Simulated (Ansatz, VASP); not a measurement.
Two plane-wave programs on Hf

Contents of INCAR:

```
SYSTEM = Hf
PREC     = Accurate       ! precision mode
ENCUT    = 520            ! plane-wave cutoff, eV
EDIFF    = 1E-6           ! SCF threshold, eV
ISMEAR   = -1             ! smearing method
SIGMA    = 0.1            ! smearing width, eV
LREAL    = .FALSE.        ! projectors in reciprocal space
LASPH    = .TRUE.         ! aspherical terms in the spheres
NELM     = 60             ! most SCF steps
ALGO     = Normal         ! electronic algorithm
ISIF     = 2              ! what is computed and relaxed
LWAVE    = .FALSE.        ! write WAVECAR
LCHARG   = .TRUE.         ! write CHGCAR
GGA      = PS             ! functional
LELF     = .TRUE.         ! ELF
LVHAR    = .TRUE.       
NBANDS   = 17             ! bands
```

File KPOINTS:

```
regular mesh
0
G
  14 14 13
  0 0 0
```

File POSCAR:

```
Hf
1.0
   -3.7228367607      3.7212906369      1.5805503496
    3.7212906369     -3.7228367607      1.5805503496
    1.9695993777      1.9695993777     -1.5833820782
Hf
2
Direct
    0.9999140881      0.0000859119      0.0000000000
    0.7500859119      0.2499140881      0.5000000000
```

Input for Ansatz:

```yaml
crystal:
  lattice:
    - [-3.7228367607, 3.7212906369, 1.5805503496]
    - [3.7212906369, -3.7228367607, 1.5805503496]
    - [1.9695993777, 1.9695993777, -1.5833820782]
  atoms:
    - { symbol: Hf, position: [0.9999140881, 8.59119e-05, 0.0] }
    - { symbol: Hf, position: [0.7500859119, 0.2499140881, 0.5] }
hamiltonian:
  xc: pbesol
  pseudopotentials:
    kind: paw
    azcp:
      Hf: "pseudopotentials/Hf.paw.azcp"
basis:
  ecutwfc: 420
  fft_grid_basis: typed
kpoints:
  mp_grid: { grid: [14, 14, 13], shift: [0, 0, 0] }
magnetization:
  spin_polarized: false
scf:
  occupations: { method: fermi_dirac, width: 0.1 }
  lower_state_search: "off"
output:
  stress: true
  write_density: true
  write_potential: true
  elf: true
  volumetric_format: npy
```

Alike in both runs: task single point; functional PBEsol; k mesh 14 × 14 × 13; occupations fermi-dirac, width 0.1 eV; no spin polarisation.

|  | VASP | Ansatz |
| --- | --- | --- |
| version | VASP 6.6.1 | Ansatz 0.2.0 |
| potentials or method | VASP PAW PBE potentials, release 64 (Hf_pv), cutoff 520 eV | plane waves (420 eV) with PAW, scalar-relativistic |
| valence electrons in the cell | 20 | 52 |

|  | VASP | Ansatz | Ansatz less VASP |
| --- | --- | --- | --- |
| pressure (GPa) | -7.4 | -7.1 | +0.33 |
| traceless stress, the component that is largest in VASP (GPa) | -0.11 | -0.12 | -0.012 |

VASP's potentials were made for PBE, not for PBEsol, and Ansatz warns of the same on its side. VASP's potentials hold 20 valence electrons a cell and Ansatz's 52, so a difference there can come from the potentials and not from the codes.

Neither program's run includes spin-orbit coupling.
